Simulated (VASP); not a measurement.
# KBr (P4/mmm) in VASP: a series of runs, part 2 of 2

VASP 6.6.1. Earlier steps stand in the parts before.

## Step 3: Vibrations by perturbation theory, PBE

INCAR

```
SYSTEM = KBr
PREC = Accurate
ENCUT = 520
EDIFF = 1E-8
ISMEAR = 0
SIGMA = 0.01
LREAL = .False.
LASPH = .True.
NELM = 100
ALGO = Normal
ISIF = 2
LWAVE = .False.
LCHARG = .False.
GGA = PE
NBANDS = 15
IBRION = 8
NSW = 1
LEPSILON = .True.
```

KPOINTS

```
Automatic mesh
0
Gamma
  6 6 6
  0 0 0
```

POSCAR

```
KBr
1.0
    4.0382600546      0.0000000000      0.0000000000
    0.0000000000      4.0382600546      0.0000000000
    0.0000000000      0.0000000000      4.0397343728
K Br
1 1
Direct
    0.5000000000      0.5000000000      0.5000000000
    0.0000000000      0.0000000000      0.0000000000
```

Potentials or basis: VASP PAW PBE potentials, release 64 (K_sv, Br).

Run with:

```bash
$ cat potpaw_PBE.64/K_sv/POTCAR potpaw_PBE.64/Br/POTCAR > POTCAR
$ mpirun -np 1 vasp_std > vasp.out
```

OUTCAR:

```text
SYSTEM = KBr
   PREC = Accurate
   ENCUT = 520
   EDIFF = 1E-8
   ISMEAR = 0
   LREAL = .False.
   LASPH = .True.
   NELM = 100
   ISIF = 2
   GGA = PE
   IBRION = 8
   NSW = 1
   LEPSILON = .True.

 ion  position               nearest neighbor table
   1  0.500  0.500  0.500-
   2  0.000  0.000  0.000-

  LATTYP: Found a simple tetragonal cell.
 ALAT       =     4.0382600546
 C/A-ratio  =     1.0003650875

  Lattice vectors:

 A1 = (   4.0382600546,   0.0000000000,   0.0000000000)
 A2 = (   0.0000000000,   4.0382600546,   0.0000000000)
 A3 = (   0.0000000000,   0.0000000000,   4.0397343728)

Analysis of symmetry for initial positions (statically):
=====================================================================
 Subroutine PRICEL returns:
 Original cell was already a primitive cell.

 Routine SETGRP: Setting up the symmetry group for a
 simple tetragonal supercell.

 Subroutine GETGRP returns: Found 16 space group operations
 (whereof 16 operations were pure point group operations)
 out of a pool of 16 trial point group operations.

The static configuration has the point symmetry D_4h.

Analysis of symmetry for dynamics (positions and initial velocities):
=====================================================================
 Subroutine PRICEL returns:
 Original cell was already a primitive cell.

 Routine SETGRP: Setting up the symmetry group for a
 simple tetragonal supercell.

 Subroutine GETGRP returns: Found 16 space group operations
 (whereof 16 operations were pure point group operations)
 out of a pool of 16 trial point group operations.

The dynamic configuration has the point symmetry D_4h.

 Subroutine INISYM returns: Found 16 space group operations
 (whereof 16 operations are pure point group operations),
 and found     1 'primitive' translations

----------------------------------------------------------------------------------------

                                     Primitive cell

  volume of cell :      65.8781

  direct lattice vectors                    reciprocal lattice vectors
     4.038260055  0.000000000  0.000000000     0.247631402  0.000000000  0.000000000
     0.000000000  4.038260055  0.000000000     0.000000000  0.247631402  0.000000000
     0.000000000  0.000000000  4.039734373     0.000000000  0.000000000  0.247541028

  length of vectors
     4.038260055  4.038260055  4.039734373     0.247631402  0.247631402  0.247541028

  position of ions in fractional coordinates (direct lattice)
     0.500000000  0.500000000  0.500000000
     0.000000000  0.000000000  0.000000000

[... 632 lines left out ...]

------------------------ aborting loop because EDIFF is reached ----------------------------------------

--------------------------------------- Ionic step        7  -------------------------------------------

------------------------ aborting loop because EDIFF is reached ----------------------------------------

[... ionic steps 8 to 8 ...]

--------------------------------------- Ionic step        9  -------------------------------------------

 Free energy of the ion-electron system (eV)
  ---------------------------------------------------
  ---------------------------------------------------
  free energy    TOTEN  =        -0.14409401 eV

  energy without entropy =       -0.14409401

------------------------ aborting loop because EDIFF is reached ----------------------------------------

 INTERNAL STRAIN TENSOR  FOR ION    2  DIRECTION 3   (eV/Angst):
 -----------------------------------------------------------------------------
     0.01343  0.00000 -0.00000
     0.00000  0.01343  0.00000
     0.00000  0.00000  0.00103

 MACROSCOPIC STATIC DIELECTRIC TENSOR (including local field effects in DFT)
 ------------------------------------------------------
           2.825719     0.000000    -0.000000
           0.000000     2.825719     0.000000
          -0.000000    -0.000000     2.825810
 ------------------------------------------------------

 PIEZOELECTRIC TENSOR (including local field effects)  for field in x, y, z        (e  Angst)
          XX          YY          ZZ          XY          YZ          ZX
  --------------------------------------------------------------------------------
  x     0.00000     0.00000     0.00000     0.00000     0.00000     0.00000
  y     0.00000     0.00000     0.00000     0.00000     0.00000     0.00000
  z     0.00000     0.00000     0.00000     0.00000     0.00000     0.00000

 PIEZOELECTRIC TENSOR (including local field effects)  for field in x, y, z        (C/m^2)
          XX          YY          ZZ          XY          YZ          ZX
  --------------------------------------------------------------------------------
  x     0.00000     0.00000     0.00000     0.00000     0.00000     0.00000
  y     0.00000     0.00000     0.00000     0.00000     0.00000     0.00000
  z     0.00000     0.00000     0.00000     0.00000     0.00000     0.00000

 BORN EFFECTIVE CHARGES (including local field effects) (in |e|, cummulative output)
 ---------------------------------------------------------------------------------
 ion    1
    1     1.21965     0.00000     0.00000
    2     0.00000     1.21965     0.00000
    3    -0.00000     0.00000     1.22009
 ion    2
    1    -1.21965     0.00000     0.00000
    2     0.00000    -1.21965     0.00000
    3     0.00000     0.00000    -1.22009

 INTERNAL STRAIN TENSOR FOR ION    2 for displacements in x,y,z  (eV/Angst):
          X           Y           Z          XY          YZ          ZX
  --------------------------------------------------------------------------------
  x     0.00000     0.00000     0.00000     0.00000     0.00000     0.00000
  y     0.00000     0.00000     0.00000     0.00000     0.00000     0.00000
  z     0.00000     0.00000     0.00000     0.00000     0.00000     0.00000

 SECOND DERIVATIVES (NOT SYMMETRIZED)
 ------------------------------------
               1X          1Y          1Z          2X          2Y          2Z
  1X    -0.576478    0.000000    0.000000    0.576478    0.000000    0.000000
  1Y     0.000000   -0.576478    0.000000    0.000000    0.576478    0.000000
  1Z     0.000000    0.000000   -0.577061    0.000000    0.000000    0.577061
  2X     0.554985    0.000000    0.000000   -0.554985    0.000000    0.000000
  2Y     0.000000    0.554985    0.000000    0.000000   -0.554985    0.000000
  2Z     0.000000    0.000000    0.555392    0.000000    0.000000   -0.555392

 Eigenvectors and eigenvalues of the dynamical matrix
 ----------------------------------------------------

   1 f  =    2.303556 THz    14.473669 2PiTHz   76.838355 cm-1     9.526738 meV
             X         Y         Z           dx          dy          dz
      2.019130  2.019130  2.019867     0.000000   -0.000000   -0.824505
      0.000000  0.000000  0.000000    -0.000000    0.000000    0.565854
[... 21 lines left out ...]
   6 f/i=    0.020565 THz     0.129216 2PiTHz    0.685987 cm-1     0.085052 meV
             X         Y         Z           dx          dy          dz
      2.019130  2.019130  2.019867    -0.000000    0.000000    0.565854
      0.000000  0.000000  0.000000    -0.000000    0.000000    0.824505

--------------------------------------------------------------------------------------------------------

 MACROSCOPIC STATIC DIELECTRIC TENSOR IONIC CONTRIBUTION
 ------------------------------------------------------
           7.221138     0.000000    -0.000000
           0.000000     7.221138     0.000000
          -0.000000     0.000000     7.220017
 ------------------------------------------------------

 ELASTIC MODULI CONTR FROM IONIC RELAXATION (kBar)
 Direction    XX          YY          ZZ          XY          YZ          ZX
 --------------------------------------------------------------------------------
 XX           0.0000      0.0000      0.0000      0.0000      0.0000      0.0000
 YY           0.0000      0.0000      0.0000      0.0000      0.0000      0.0000
 ZZ           0.0000      0.0000      0.0000      0.0000      0.0000      0.0000
 XY           0.0000      0.0000      0.0000      0.0000      0.0000      0.0000
 YZ           0.0000      0.0000      0.0000      0.0000      0.0000      0.0000
 ZX           0.0000      0.0000      0.0000      0.0000      0.0000      0.0000
 --------------------------------------------------------------------------------

 PIEZOELECTRIC TENSOR IONIC CONTR  for field in x, y, z        (C/m^2)
          XX          YY          ZZ          XY          YZ          ZX
  --------------------------------------------------------------------------------
  x     0.00000     0.00000     0.00000     0.00000     0.00000     0.00000
  y     0.00000     0.00000     0.00000     0.00000     0.00000     0.00000
  z     0.00000     0.00000     0.00000     0.00000     0.00000     0.00000
```

OSZICAR:

```text
N       E                     dE             d eps       ncg     rms          rms(c)
DAV:   1     0.909355640323E+02    0.90936E+02   -0.69000E+03  1200   0.917E+02
DAV:   2     0.243459217462E+00   -0.90692E+02   -0.85070E+02  1530   0.237E+02
DAV:   3    -0.610918415950E+01   -0.63526E+01   -0.63242E+01  2193   0.496E+01
DAV:   4    -0.628054753551E+01   -0.17136E+00   -0.17136E+00  1462   0.513E+00
[... 266 lines left out ...]
RMM:  11    -0.144093966242E+00    0.53687E-07    0.32500E-07  2580   0.640E-05    0.794E-06
RMM:  12    -0.144094026784E+00   -0.60543E-07    0.81017E-09  2656   0.320E-05    0.415E-06
RMM:  13    -0.144094014668E+00    0.12116E-07    0.51419E-09  2630   0.189E-05    0.107E-06
RMM:  14    -0.144094012605E+00    0.20639E-08    0.40363E-08  2312   0.126E-05    0.450E-07
 Linear response finished
```

stdout:

```text
POSCAR found type information on POSCAR K Br
 POSCAR found :  2 types and       2 ions
 scaLAPACK will be used
 LDA part: xc-table for (Slater+PW92), standard interpolation
 POSCAR, INCAR and KPOINTS ok, starting setup
 FFT: planning ... GRIDC
 FFT: planning ... GRID_SOFT
 FFT: planning ... GRID
 WAVECAR not read
 entering main loop
[... 32 lines left out ...]
 force on displaced ion       1 direction 3 :   0.000   0.000  -0.577
 Born effective charge ion    1 direction 3 :   0.000   0.000   1.218
 Linear response progress:
 first order change of Fermi-energy   0.62111E-03
 force on displaced ion       2 direction 1 :  -0.555   0.000   0.000
 Born effective charge ion    2 direction 1 :  -1.221   0.000   0.000
 Linear response progress:
 first order change of Fermi-energy   0.16415E-03
 force on displaced ion       2 direction 3 :   0.000  -0.000  -0.555
 Born effective charge ion    2 direction 3 :   0.000   0.000  -1.222
 Born effective charges drift removed
 Linear response finished
```

It took 7 min on 1 thread of Intel Xeon 6975P-C (Granite Rapids), shared host; peak memory 0.37 GiB.

What came out:

```yaml
Electronic_dielectric_tensor_diagonal: 2.83
Born_charges_mean_of_the_diagonal: K +1.22; Br -1.22 e
Highest_phonon_frequency_at_Γ_LO-TO_splitting_left_out: 77 cm⁻¹
```

Phonon frequencies in cm⁻¹ (negative: imaginary):
```csv
q point,frequencies
"(0.000, 0.000, 0.000)",-1 -1 -1 77 77 77
```

Electronic dielectric tensor:
```
2.83 0.00 0.00
0.00 2.83 0.00
0.00 0.00 2.83
```

Born effective charge tensors (e):
atom 1, K
```
1.22 0.00 0.00
0.00 1.22 0.00
0.00 0.00 1.22
```
atom 2, Br
```
-1.22  0.00  0.00
 0.00 -1.22  0.00
 0.00  0.00 -1.22
```
